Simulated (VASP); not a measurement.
# H2CO2 in VASP: single point with PBE+D3(BJ)

Aim: the single point of H2CO2 with PBE+D3(BJ).

Program: VASP 6.6.1. These are calculated values, not measurements. Logs are shortened: lines on timing, memory, paths and dates and some standing lists are left out, and cuts for length are marked.

## (1) The cell of the first run

The cell holds a disordered packing, 40 atoms: a = 7.388 Å, b = 7.388 Å, c = 7.388 Å, α = 90.00°, β = 90.00°, γ = 90.00°.

## (2) Single point, PBE+D3(BJ)

INCAR

```
SYSTEM = H2CO2
PREC = Accurate
ENCUT = 910
EDIFF = 1E-6
ISMEAR = -1
SIGMA = 0.02
LREAL = Auto
LASPH = .True.
NELM = 120
ALGO = Normal
ISIF = 2
LWAVE = .False.
LCHARG = .False.
GGA = PE
IVDW = 12
NBANDS = 98
GGA_COMPAT = .False.
```

KPOINTS

```
Automatic mesh
0
Gamma
  1 1 1
  0 0 0
```

POSCAR

```
H2CO2
1.0
    7.3876590000      0.0000000000      0.0000000000
    0.0000000000      7.3876590000      0.0000000000
    0.0000000000      0.0000000000      7.3876590000
O C H
16 8 16
Direct
    0.5172786028      0.6404801978      0.7435254056
    0.7272667554      0.5350997903      0.5465661895
    0.0568525283      0.6285636717      0.3218008199
    0.1962031472      0.6955607908      0.5855208872
    0.2871647807      0.8436781466      0.1544517521
    0.3215950789      0.9921763889     -0.1065301556
    0.4491671235      0.2123688047      0.6575264958
    0.4913068067     -0.0324642743      0.4768255521
    0.7572082219      0.9798358171      0.8346136106
    0.9452862455      0.8856641692      1.0536783703
    0.8031720840      0.1154927313      0.2774516790
    0.7885820195      0.2773375651      0.0201931465
    0.2052171328      0.5061380628      0.9222510282
    0.4109400171      0.3554535385      1.0921823979
   -0.0384501947      0.1751269843      0.6246822700
    0.1207649015      0.2942970581      0.3950477156
    0.6676954352      0.5492953563      0.6994041419
    0.1015921471      0.7361433348      0.4563295910
    0.3797192128      0.9443910166      0.0418799952
    0.4767997589      0.1298849739      0.4993112625
    0.8821545913      0.8737346680      0.8983772281
    0.7819832158      0.2682416171      0.1864348636
    0.2597120438      0.3700983627      1.0291336219
    0.0807138148      0.2890152597      0.5564218011
    0.4554808258      0.6929839823      0.6350092232
    0.7313543177      0.4902416008      0.8210077938
    0.1100944152      0.5045689430      0.3445449357
    0.0432459583      0.8731265326      0.4388762966
    0.1612033632      0.8276697696      0.1056534660
    0.5135145554      0.9786736172      0.0968392838
    0.4223916814      0.1171371014      0.7529160541
    0.4853927982      0.2311036300      0.3889410072
    0.7568552158      1.0974339730      0.9105770903
    0.9317795188      0.7705929531      0.8042068031
    0.8502524402      0.0176958350      0.1909959733
    0.7551209069      0.3862049223      0.2733452383
    0.3150406117      0.5764504160      0.8859323857
    0.1467925689      0.2727234731      1.0508014466
   -0.1047853859      0.1195235681      0.5223401441
    0.1396845375      0.3782036506      0.6590245881
```

Potentials or basis: VASP PAW PBE potentials, release 64 (O_h, C_h, H_h).

On the command line:

```sh
$ cat potpaw_PBE.64/O_h/POTCAR potpaw_PBE.64/C_h/POTCAR potpaw_PBE.64/H_h/POTCAR > POTCAR
$ mpirun -np 1 vasp_gam > vasp.out
```

OUTCAR:

```text
SYSTEM = H2CO2
   PREC = Accurate
   ENCUT = 910
   EDIFF = 1E-6
   ISMEAR = -1
   LREAL = Auto
   LASPH = .True.
   NELM = 120
   ISIF = 2
   GGA = PE
   IVDW = 12
 IVDW          = 12

 ion  position               nearest neighbor table
   1  0.517  0.640  0.744-  25 1.00  17 1.34
   2  0.727  0.535  0.547-  17 1.22
   3  0.057  0.629  0.322-  27 1.01  18 1.31
   4  0.196  0.696  0.586-  18 1.22
   5  0.287  0.844  0.154-  29 1.00  19 1.31
   6  0.322  0.992  0.893-  19 1.23
   7  0.449  0.212  0.658-  31 1.02  20 1.33
   8  0.491  0.968  0.477-  20 1.22
   9  0.757  0.980  0.835-  33 1.03  21 1.30
  10  0.945  0.886  0.054-  21 1.24
  11  0.803  0.115  0.277-  35 1.03  22 1.32
  12  0.789  0.277  0.020-  22 1.23
  13  0.205  0.506  0.922-  37 1.00  23 1.34
  14  0.411  0.355  0.092-  23 1.22
  15  0.962  0.175  0.625-  39 0.99  24 1.32
  16  0.121  0.294  0.395-  24 1.23
  17  0.668  0.549  0.699-  26 1.10   2 1.22   1 1.34
  18  0.102  0.736  0.456-  28 1.11   4 1.22   3 1.31
  19  0.380  0.944  0.042-  30 1.10   6 1.23   5 1.31
  20  0.477  0.130  0.499-  32 1.11   8 1.22   7 1.33
  21  0.882  0.874  0.898-  34 1.09  10 1.24   9 1.30
  22  0.782  0.268  0.186-  36 1.10  12 1.23  11 1.32
  23  0.260  0.370  0.029-  38 1.11  14 1.22  13 1.34
  24  0.081  0.289  0.556-  40 1.09  16 1.23  15 1.32
  25  0.455  0.693  0.635-   1 1.00
  26  0.731  0.490  0.821-  17 1.10
  27  0.110  0.505  0.345-   3 1.01
  28  0.043  0.873  0.439-  18 1.11
  29  0.161  0.828  0.106-   5 1.00
  30  0.514  0.979  0.097-  19 1.10
[... 8 lines left out ...]
  39  0.895  0.120  0.522-  15 0.99
  40  0.140  0.378  0.659-  24 1.09

  LATTYP: Found a simple cubic cell.
 ALAT       =     7.3876590000

  Lattice vectors:

 A1 = (   7.3876590000,   0.0000000000,   0.0000000000)
 A2 = (   0.0000000000,   7.3876590000,   0.0000000000)
 A3 = (   0.0000000000,   0.0000000000,   7.3876590000)

Analysis of symmetry for initial positions (statically):
=====================================================================
 Subroutine PRICEL returns:
 Original cell was already a primitive cell.

 Routine SETGRP: Setting up the symmetry group for a
 simple cubic supercell.

 Subroutine GETGRP returns: Found  1 space group operations
 (whereof  1 operations were pure point group operations)
 out of a pool of 48 trial point group operations.

The static configuration has the point symmetry C_1 .

Analysis of symmetry for dynamics (positions and initial velocities):
=====================================================================
 Subroutine PRICEL returns:
 Original cell was already a primitive cell.

 Routine SETGRP: Setting up the symmetry group for a
 simple cubic supercell.

 Subroutine GETGRP returns: Found  1 space group operations
 (whereof  1 operations were pure point group operations)
 out of a pool of 48 trial point group operations.

The dynamic configuration has the point symmetry C_1 .

 Subroutine INISYM returns: Found  1 space group operations
 (whereof  1 operations are pure point group operations),
 and found     1 'primitive' translations

----------------------------------------------------------------------------------------

                                     Primitive cell

  volume of cell :     403.2000

  direct lattice vectors                    reciprocal lattice vectors
     7.387659000  0.000000000  0.000000000     0.135360877  0.000000000  0.000000000
     0.000000000  7.387659000  0.000000000     0.000000000  0.135360877  0.000000000
     0.000000000  0.000000000  7.387659000     0.000000000  0.000000000  0.135360877

  length of vectors
     7.387659000  7.387659000  7.387659000     0.135360877  0.135360877  0.135360877

  position of ions in fractional coordinates (direct lattice)
     0.517278603  0.640480198  0.743525406
     0.727266755  0.535099790  0.546566189
     0.056852528  0.628563672  0.321800820
     0.196203147  0.695560791  0.585520887
     0.287164781  0.843678147  0.154451752
     0.321595079  0.992176389  0.893469844
[... 32 lines left out ...]
     0.895214614  0.119523568  0.522340144
     0.139684538  0.378203651  0.659024588

  ion indices of the primitive-cell ions
   primitive index   ion index
                 1           1
                 2           2
                 3           3
                 4           4
                 5           5
                 6           6
[... 32 lines left out ...]
                39          39
                40          40

----------------------------------------------------------------------------------------

 KPOINTS: Automatic mesh

Automatic generation of k-mesh.
 Grid dimensions read from file:
 generate k-points for:    1    1    1

 Generating k-lattice:

  Cartesian coordinates                     Fractional coordinates (reciprocal lattice)
     0.135360877  0.000000000  0.000000000     1.000000000  0.000000000  0.000000000
     0.000000000  0.135360877  0.000000000     0.000000000  1.000000000  0.000000000
     0.000000000  0.000000000  0.135360877     0.000000000  0.000000000  1.000000000

  Length of vectors
     0.135360877  0.135360877  0.135360877

  Shift w.r.t. Gamma in fractional coordinates (k-lattice)
     0.000000000  0.000000000  0.000000000

 Subroutine IBZKPT returns following result:
 ===========================================

 Found      1 irreducible k-points:

 Following reciprocal coordinates:
            Coordinates               Weight
  0.000000  0.000000  0.000000      1.000000
   k-points           NKPTS =      1   k-points in BZ     NKDIM =      1   number of bands    NBANDS=     98
   number of dos      NEDOS =    301   number of ions     NIONS =     40
   total plane-waves  NPLWV = 512000
   dimension x,y,z NGX =    80 NGY =   80 NGZ =   80
   dimension x,y,z NGXF=   160 NGYF=  160 NGZF=  160
   ions per type =              16   8  16
   NGX,Y,Z   is equivalent  to a cutoff of  18.00, 18.00, 18.00 a.u.
   NGXF,Y,Z  is equivalent  to a cutoff of  36.01, 36.01, 36.01 a.u.
 SYSTEM =  H2CO2
   PREC   = accura    normal or accurate (medium, high low for compatibility)
   ISTART =      0    job   : 0-new  1-cont  2-samecut
   ICHARG =      2    charge: 1-file 2-atom 10-const
   ISPIN  =      1    spin polarized calculation?
   LNONCOLLINEAR =      F non collinear calculations
   LSORBIT =      F    spin-orbit coupling
   LASPH  =      T    aspherical Exc in radial PAW
   ENCUT  =  910.0 eV  66.88 Ry    8.18 a.u.  18.17 18.17 18.17*2*pi/ulx,y,z
   NELM   =    120;   NELMIN=  2; NELMDL= -5     # of ELM steps
   EDIFF  = 0.1E-05   stopping-criterion for ELM
   LREAL  =      T    real-space projection
   EDIFFG = 0.1E-04   stopping-criterion for IOM
   NSW    =      0    number of steps for IOM
[... 5 lines left out ...]
   TEBEG  =    0.0;   TEEND  =   0.0 temperature during run
   PSTRESS=    0.0 pullay stress
   NELECT =     144.0000    total number of electrons
   NUPDOWN=      -1.0000    fix difference up-down
   EMIN   =  10.00;   EMAX   =-10.00  energy-range for DOS
   EFERMI =   0.00;   METHOD = LEGACY
   ISMEAR =    -1;   SIGMA  =   0.02  broadening in eV -4-tet -1-fermi 0-gaus
   EFERMI_NEDOS =   21; number of points for ismear=-14 and -15
   IALGO  =     38    algorithm
   IMIX   =      4    mixing-type and parameters
     AMIX     =   0.40;   BMIX     =  1.00
     AMIX_MAG =   1.60;   BMIX_MAG =  1.00
  volume/ion in A,a.u.               =      10.08        68.02
  Fermi-wavevector in a.u.,A,eV,Ry     =   1.161508  2.194932 18.355627  1.349101
  Thomas-Fermi vector in A             =   2.298079
   LORBIT       =      0    0 simple, 1 ext, 2 COOP (PROOUT), +10 PAW based schemes
   GGA     = PE    functional components
   LHFCALC =     F    Hartree Fock is set to
   AEXX    =    0.0000 exact exchange contribution
   IVDW    =    12    specifies the selected vdW correction
   LEPSILON=     F    determine dielectric tensor
   LRPA    =     F    only Hartree local field effects (RPA)
 non-spin polarized calculation
  energy-cutoff  :      910.00
  volume of cell :      403.20
 maximum number of plane-waves:     12635
 NGX is ok and might be reduce to    80
   NGX = 37   NGY = 37   NGZ = 37

 number of electron     144.0000001 magnetization

 Free energy of the ion-electron system (eV)
  ---------------------------------------------------
  ext. energy  EPLUGINS =         0.00000000
  ---------------------------------------------------
  free energy    TOTEN  =      -241.90786700 eV

  energy without entropy =     -241.90786700  energy(sigma->0) =     -241.90786700

 E-fermi :  -0.3126     XC(G=0):  -8.0017

 val. band max:       -0.8958424641   @ k =   0.0000   0.0000   0.0000
 cond. band min:       2.9695704751   @ k =   0.0000   0.0000   0.0000
 fundamental gap:      3.8654129392
 Fermi energy:        -0.3126341405

 k-point     1 :       0.0000    0.0000    0.0000
  band No.  band energies     occupation
      1     -23.4990      2.00000
      2     -23.1190      2.00000
      3     -23.0148      2.00000
      4     -22.8659      2.00000
      5     -22.5310      2.00000
      6     -22.4620      2.00000
[... 76 lines left out ...]
     83       6.7790      0.00000
     84       7.0671      0.00000
 [bands above 84 left out]

------------------------ aborting loop because EDIFF is reached ----------------------------------------

 Edisp (eV)   -2.34879

 E8    (eV) :    -0.5544

  FORCE on cell =-STRESS in cart. coord.  units (eV):
  Direction    XX          YY          ZZ          XY          YZ          ZX
  --------------------------------------------------------------------------------------
  -------------------------------------------------------------------------------------
  Total       2.72024     2.63245     4.32393     1.38216    -1.45209    -1.32342
  in kB      10.80928    10.46044    17.18182     5.49223    -5.77010    -5.25883
  external pressure =       12.82 kB  Pullay stress =        0.00 kB

 VOLUME and BASIS-vectors are now :
 -----------------------------------------------------------------------------
  energy-cutoff  :      910.00
  volume of cell :      403.20
      direct lattice vectors                 reciprocal lattice vectors
     7.387659000  0.000000000  0.000000000     0.135360877  0.000000000  0.000000000
     0.000000000  7.387659000  0.000000000     0.000000000  0.135360877  0.000000000
     0.000000000  0.000000000  7.387659000     0.000000000  0.000000000  0.135360877

 POSITION                                       TOTAL-FORCE (eV/Angst)
 -----------------------------------------------------------------------------------
      3.82148      4.73165      5.49291        -0.195492      0.149102     -0.136976
      5.37280      3.95313      4.03784         0.038743     -0.002497      0.092478
      0.42001      4.64361      2.37735        -0.086341     -0.007535     -0.047219
      1.44948      5.13857      4.32563        -0.157371     -0.003588      0.014836
      2.12148      6.23281      1.14104         0.025177      0.002538      0.032425
      2.37583      7.32986      6.60065         0.108071      0.023892      0.149009
[... 32 lines left out ...]
      6.61354      0.88300      3.85887         0.018914     -0.008809      0.008869
      1.03194      2.79404      4.86865        -0.003917      0.039535      0.046537
 -----------------------------------------------------------------------------------
    total drift:                                0.002802      0.004250     -0.004265

  FREE ENERGIE OF THE ION-ELECTRON SYSTEM (eV)
  ---------------------------------------------------
  free  energy   TOTEN  =      -244.2566553468 eV

  energy  without entropy=     -244.2566553468  energy(sigma->0) =     -244.25665535
```

It took 2.4 min on 1 thread of Intel Xeon Platinum 8488C (Sapphire Rapids), shared host; peak memory 0.92 GiB.

Results:

```
Free energy                : -244.2567 eV
Pressure                   : 1.3 GPa
Largest force              : 0.395 eV/Å
Band gap on the k mesh     : 3.87 eV
Dispersion energy per atom : -0.059 eV
```

Forces in eV/Å, atoms in the order of the input:
```
O   -0.195  0.149 -0.137
O    0.039 -0.002  0.092
O   -0.086 -0.008 -0.047
O   -0.157 -0.004  0.015
O    0.025  0.003  0.032
O    0.108  0.024  0.149
O    0.004 -0.039 -0.055
O   -0.039 -0.063 -0.005
O    0.012  0.012 -0.008
O   -0.016  0.013 -0.031
O    0.026  0.011  0.032
O    0.054  0.030  0.020
O    0.271  0.038 -0.085
O   -0.141 -0.130 -0.013
O   -0.103  0.014  0.001
O   -0.004  0.041 -0.026
C   -0.082  0.004 -0.275
C    0.054  0.190  0.027
C   -0.125 -0.059 -0.204
C    0.126  0.151 -0.045
C   -0.009  0.075  0.175
C   -0.102  0.017 -0.099
C   -0.059  0.008  0.055
C    0.086 -0.050  0.002
H    0.258 -0.050  0.294
H   -0.082 -0.023  0.025
H   -0.004  0.001  0.029
H    0.045 -0.103 -0.018
H    0.024 -0.053  0.002
H    0.052  0.009 -0.005
H   -0.047 -0.004  0.077
H   -0.056 -0.107  0.062
H    0.028 -0.045 -0.048
H    0.017 -0.127 -0.071
H    0.006 -0.009 -0.022
H    0.027 -0.003 -0.011
H   -0.228 -0.178  0.040
H    0.258  0.236  0.018
H    0.019 -0.009  0.009
H   -0.004  0.040  0.047
```

Stress tensor (GPa, compression positive):
```
 1.08  0.55 -0.53
 0.55  1.05 -0.58
-0.53 -0.58  1.72
```

Levels at points of the mesh, in eV from the valence-band top:
```tsv
k point	band 70	band 71	band 72	band 73	band 74	band 75
(0.00, 0.00, 0.00)	-0.51	-0.40	0.00	3.87	4.00	4.37
```

Caveat: the k points lie up to 0.85 Å⁻¹ apart; the cutoff is under 1.25 times the usual one of these potentials, so pressure, stress and relaxed cells hold a basis-set (Pulay) error.
